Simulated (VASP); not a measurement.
# Cu (Fm-3m) in VASP: single point with PBE

Aim: the single point of Cu with PBE.

Program: VASP 6.6.1. These are calculated values, not measurements. Logs are shortened: lines on timing, memory, paths and dates and some standing lists are left out, and cuts for length are marked.

## Step 1: The cell of the first run

Symmetry: Fm-3m, No. 225, cubic system. Conventional cell: a = 3.665 Å, b = 3.665 Å, c = 3.665 Å, α = 90.00°, β = 90.00°, γ = 90.00°. Cu (site symmetry m-3m) has 12 Cu at 2.59 Å within 3.4 Å.

## Step 2: Single point, PBE

Contents of INCAR:

```
PREC     = Accurate       # precision mode
ENCUT    = 600            # plane-wave cutoff, eV
EDIFF    = 1E-6           # SCF threshold, eV
ISMEAR   = -1             # smearing method
SIGMA    = 0.06122561905347299 # smearing width, eV
LREAL    = F              # projectors in reciprocal space
LASPH    = T              # aspherical terms in the spheres
NELM     = 120            # most SCF steps
ALGO     = Normal         # electronic algorithm
ISIF     = 2              # what is computed and relaxed
LWAVE    = F              # write WAVECAR
LCHARG   = F              # write CHGCAR
GGA      = PE             # functional
NBANDS   = 12             # bands
GGA_COMPAT= F
```

Contents of KPOINTS:

```
regular mesh
0
Gamma
  12 12 12
```

Contents of POSCAR:

```
Cu
1.0
    0.0000000000      1.8326731912      1.8326731912
    1.8326731912      0.0000000000      1.8326731912
    1.8326731912      1.8326731912      0.0000000000
Cu
1
Direct
    0.0000000000      0.0000000000      0.0000000000
```

Potentials or basis: VASP PAW PBE potentials, release 64 (Cu).

Command:

```console
$ cat potpaw_PBE.64/Cu/POTCAR > POTCAR
$ mpirun -np 1 vasp_std > vasp.out
```

OUTCAR:

```text
PREC = Accurate
   ENCUT = 600
   EDIFF = 1E-6
   ISMEAR = -1
   LREAL = F
   LASPH = T
   NELM = 120
   ISIF = 2
   GGA = PE

 ion  position               nearest neighbor table
   1  0.000  0.000  0.000-

  LATTYP: Found a face centered cubic cell.
 ALAT       =     3.6653463824

  Lattice vectors:

 A1 = (   0.0000000000,   1.8326731912,   1.8326731912)
 A2 = (   1.8326731912,   0.0000000000,   1.8326731912)
 A3 = (   1.8326731912,   1.8326731912,   0.0000000000)

Analysis of symmetry for initial positions (statically):
=====================================================================
 Subroutine PRICEL returns:
 Original cell was already a primitive cell.

 Routine SETGRP: Setting up the symmetry group for a
 face centered cubic supercell.

 Subroutine GETGRP returns: Found 48 space group operations
 (whereof 48 operations were pure point group operations)
 out of a pool of 48 trial point group operations.

The static configuration has the point symmetry O_h .

Analysis of symmetry for dynamics (positions and initial velocities):
=====================================================================
 Subroutine PRICEL returns:
 Original cell was already a primitive cell.

 Routine SETGRP: Setting up the symmetry group for a
 face centered cubic supercell.

 Subroutine GETGRP returns: Found 48 space group operations
 (whereof 48 operations were pure point group operations)
 out of a pool of 48 trial point group operations.

The dynamic configuration has the point symmetry O_h .

 Subroutine INISYM returns: Found 48 space group operations
 (whereof 48 operations are pure point group operations),
 and found     1 'primitive' translations

----------------------------------------------------------------------------------------

                                     Primitive cell

  volume of cell :      12.3108

  direct lattice vectors                    reciprocal lattice vectors
     0.000000000  1.832673191  1.832673191    -0.272825511  0.272825511  0.272825511
     1.832673191  0.000000000  1.832673191     0.272825511 -0.272825511  0.272825511
     1.832673191  1.832673191  0.000000000     0.272825511  0.272825511 -0.272825511

  length of vectors
     2.591791282  2.591791282  2.591791282     0.472547647  0.472547647  0.472547647

  position of ions in fractional coordinates (direct lattice)
     0.000000000  0.000000000  0.000000000

  ion indices of the primitive-cell ions
   primitive index   ion index
                 1           1

----------------------------------------------------------------------------------------

 KPOINTS: regular mesh

Automatic generation of k-mesh.
 Grid dimensions read from file:
 generate k-points for:   12   12   12

 Generating k-lattice:

  Cartesian coordinates                     Fractional coordinates (reciprocal lattice)
    -0.022735459  0.022735459  0.022735459     0.083333333  0.000000000  0.000000000
     0.022735459 -0.022735459  0.022735459     0.000000000  0.083333333  0.000000000
     0.022735459  0.022735459 -0.022735459     0.000000000  0.000000000  0.083333333

  Length of vectors
     0.039378971  0.039378971  0.039378971

  Shift w.r.t. Gamma in fractional coordinates (k-lattice)
     0.000000000  0.000000000  0.000000000

 Subroutine IBZKPT returns following result:
 ===========================================

 Found     72 irreducible k-points:

 Following reciprocal coordinates:
            Coordinates               Weight
  0.000000  0.000000  0.000000      1.000000
  0.083333  0.000000  0.000000      8.000000
  0.166667  0.000000  0.000000      8.000000
  0.250000  0.000000  0.000000      8.000000
  0.333333  0.000000  0.000000      8.000000
  0.416667  0.000000  0.000000      8.000000
[... 16 lines left out ...]
  0.500000  0.166667  0.000000     24.000000
 -0.416667  0.166667  0.000000     24.000000
 [... further k-points ...]
   k-points           NKPTS =     72   k-points in BZ     NKDIM =     72   number of bands    NBANDS=     12
   number of dos      NEDOS =    301   number of ions     NIONS =      1
   total plane-waves  NPLWV =  13824
   dimension x,y,z NGX =    24 NGY =   24 NGZ =   24
   dimension x,y,z NGXF=    48 NGYF=   48 NGZF=   48
   ions per type =               1
   NGX,Y,Z   is equivalent  to a cutoff of  15.39, 15.39, 15.39 a.u.
   NGXF,Y,Z  is equivalent  to a cutoff of  30.79, 30.79, 30.79 a.u.
 SYSTEM =  unknown system
   PREC   = accura    normal or accurate (medium, high low for compatibility)
   ISTART =      0    job   : 0-new  1-cont  2-samecut
   ICHARG =      2    charge: 1-file 2-atom 10-const
   ISPIN  =      1    spin polarized calculation?
   LNONCOLLINEAR =      F non collinear calculations
   LSORBIT =      F    spin-orbit coupling
   LASPH  =      T    aspherical Exc in radial PAW
   ENCUT  =  600.0 eV  44.10 Ry    6.64 a.u.   5.18  5.18  5.18*2*pi/ulx,y,z
   NELM   =    120;   NELMIN=  2; NELMDL= -5     # of ELM steps
   EDIFF  = 0.1E-05   stopping-criterion for ELM
   LREAL  =      F    real-space projection
   EDIFFG = 0.1E-04   stopping-criterion for IOM
   NSW    =      0    number of steps for IOM
   IBRION =     -1    ionic relax: 0-MD 1-quasi-New 2-CG
   NFREE  =      0    steps in history (QN), initial steepest desc. (CG)
   ISIF   =      2    stress and relaxation
   ISYM   =      2    0-nonsym 1-usesym 2-fastsym
   POTIM  = 0.5000    time-step for ionic-motion
   TEBEG  =    0.0;   TEEND  =   0.0 temperature during run
   PSTRESS=    0.0 pullay stress
   NELECT =      11.0000    total number of electrons
   NUPDOWN=      -1.0000    fix difference up-down
   EMIN   =  10.00;   EMAX   =-10.00  energy-range for DOS
   EFERMI =   0.00;   METHOD = LEGACY
   ISMEAR =    -1;   SIGMA  =   0.06  broadening in eV -4-tet -1-fermi 0-gaus
   EFERMI_NEDOS =   21; number of points for ismear=-14 and -15
   IALGO  =     38    algorithm
   IMIX   =      4    mixing-type and parameters
     AMIX     =   0.40;   BMIX     =  1.00
     AMIX_MAG =   1.60;   BMIX_MAG =  1.00
  volume/ion in A,a.u.               =      12.31        83.08
  Fermi-wavevector in a.u.,A,eV,Ry     =   1.576803  2.979725 33.828259  2.486307
  Thomas-Fermi vector in A             =   2.677581
   LORBIT       =      0    0 simple, 1 ext, 2 COOP (PROOUT), +10 PAW based schemes
   GGA     = PE    functional components
   LHFCALC =     F    Hartree Fock is set to
   AEXX    =    0.0000 exact exchange contribution
   IVDW    =     0    specifies the selected vdW correction
   LEPSILON=     F    determine dielectric tensor
   LRPA    =     F    only Hartree local field effects (RPA)
 non-spin polarized calculation
  energy-cutoff  :      600.00
  volume of cell :       12.31
 maximum number of plane-waves:       424
 NGX is ok and might be reduce to    24
   NGX = 11   NGY = 11   NGZ = 11

 number of electron      11.0000001 magnetization

 Free energy of the ion-electron system (eV)
  ---------------------------------------------------
  ext. energy  EPLUGINS =         0.00000000
  ---------------------------------------------------
  free energy    TOTEN  =        -3.72298944 eV

  energy without entropy =       -3.71830776  energy(sigma->0) =       -3.72064860

 E-fermi :   6.9955     XC(G=0): -12.4878

 val. band max:        6.9785758944   @ k =   0.5000   0.3333   0.1667
 cond. band min:       7.0122195366   @ k =   0.4167   0.4167   0.0000
 fundamental gap:      0.0336436422
 Fermi energy:         6.9955428810

 k-point     1 :       0.0000    0.0000    0.0000
  band No.  band energies     occupation
      1      -1.9582      2.00000
      2       4.1742      2.00000
      3       4.1742      2.00000
      4       4.1742      2.00000
      5       4.9446      2.00000
      6       4.9446      2.00000
      7      29.3425      0.00000
      8      31.6672      0.00000
      9      31.6672      0.00000
     10      31.6672      0.00000
     11      34.1324      0.00000
     12      34.1324      0.00000

 k-point     2 :       0.0833    0.0000    0.0000
  band No.  band energies     occupation
      1      -1.7132      2.00000
      2       4.1256      2.00000
      3       4.2176      2.00000
      4       4.2176      2.00000
      5       4.9286      2.00000
      6       4.9286      2.00000
      7      27.5037      0.00000
      8      30.0734      0.00000
      9      30.9820      0.00000
     10      30.9820      0.00000
     11      35.1696      0.00000
     12      35.1696      0.00000

 k-point     3 :       0.1667    0.0000    0.0000
  band No.  band energies     occupation
      1      -0.9975      2.00000
      2       4.0122      2.00000
      3       4.3042      2.00000
      4       4.3042      2.00000
      5       4.9211      2.00000
      6       4.9211      2.00000
      7      23.3037      0.00000
      8      29.6960      0.00000
      9      30.0127      0.00000
     10      30.0127      0.00000
     11      36.0054      0.00000
     12      36.5503      0.00000
[... 286 lines left out ...]
 k-point    23 :       0.5000    0.1667    0.0000
  band No.  band energies     occupation
      1       2.6364      2.00000
      2       3.8072      2.00000
      3       4.2610      2.00000
      4       4.4478      2.00000
      5       5.4959      2.00000
      6       7.5443      0.00026
      7      11.9016      0.00000
      8      22.4292      0.00000
      9      24.7246      0.00000
     10      26.9256      0.00000
     11      36.4643      0.00000
     12      36.9066      0.00000

 k-point    24 :      -0.4167    0.1667    0.0000
  band No.  band energies     occupation
      1       2.6917      2.00000
      2       3.8491      2.00000
      3       4.3460      2.00000
      4       4.4151      2.00000
      5       5.3867      2.00000
      6       8.0680      0.00000
      7      11.2070      0.00000
      8      21.4416      0.00000
      9      25.7217      0.00000
     10      27.3603      0.00000
     11      35.5865      0.00000
     12      36.3932      0.00000

 [... further k-points ...]

------------------------ aborting loop because EDIFF is reached ----------------------------------------

  FORCE on cell =-STRESS in cart. coord.  units (eV):
  Direction    XX          YY          ZZ          XY          YZ          ZX
  --------------------------------------------------------------------------------------
  -------------------------------------------------------------------------------------
  Total       -0.2534828     -0.2534828     -0.2534828     -0.0000000      0.0000000      0.0000000
  in kB      -32.9893721    -32.9893721    -32.9893721     -0.0000000      0.0000000      0.0000000
  external PRESSURE =     -32.9893721 kB  Pullay stress =       0.0000000 kB

 VOLUME and BASIS-vectors are now :
 -----------------------------------------------------------------------------
  energy-cutoff  :      600.00
  volume of cell :       12.31
      direct lattice vectors                 reciprocal lattice vectors
     0.000000000  1.832673191  1.832673191    -0.272825511  0.272825511  0.272825511
     1.832673191  0.000000000  1.832673191     0.272825511 -0.272825511  0.272825511
     1.832673191  1.832673191  0.000000000     0.272825511  0.272825511 -0.272825511

 POSITION                                       TOTAL-FORCE (eV/Angst)
 -----------------------------------------------------------------------------------
      0.00000      0.00000      0.00000         0.000000     -0.000000      0.000000
 -----------------------------------------------------------------------------------
    total drift:                               -0.000000     -0.000000     -0.000000

  FREE ENERGIE OF THE ION-ELECTRON SYSTEM (eV)
  ---------------------------------------------------
  free  energy   TOTEN  =        -3.7229894393 eV

  energy  without entropy=       -3.7183077617  energy(sigma->0) =       -3.72064860
```

It took 32 s on 1 thread of AMD EPYC 7R43 (Zen 3), shared host; peak memory 0.11 GiB.

What came out:

* Free energy: -3.7230 eV
* Pressure: -3.3 GPa

Levels at points of the mesh, in eV from the Fermi level:
| k point | band 2 | band 3 | band 4 | band 5 | band 6 | band 7 | band 8 | band 9 | band 10 | band 11 |
| --- | --- | --- | --- | --- | --- | --- | --- | --- | --- | --- |
| (0.00, 0.00, 0.00) | -2.82 | -2.82 | -2.82 | -2.05 | -2.05 | 22.35 | 24.67 | 24.67 | 24.67 | 27.14 |
| (0.50, 0.00, 0.00) | -2.85 | -2.85 | -1.52 | -1.52 | -0.80 | 3.64 | 20.86 | 21.52 | 21.52 | 24.57 |
| (0.50, 0.50, 0.00) | -4.13 | -1.54 | -1.38 | -1.38 | 1.62 | 6.91 | 12.85 | 12.85 | 17.24 | 19.67 |
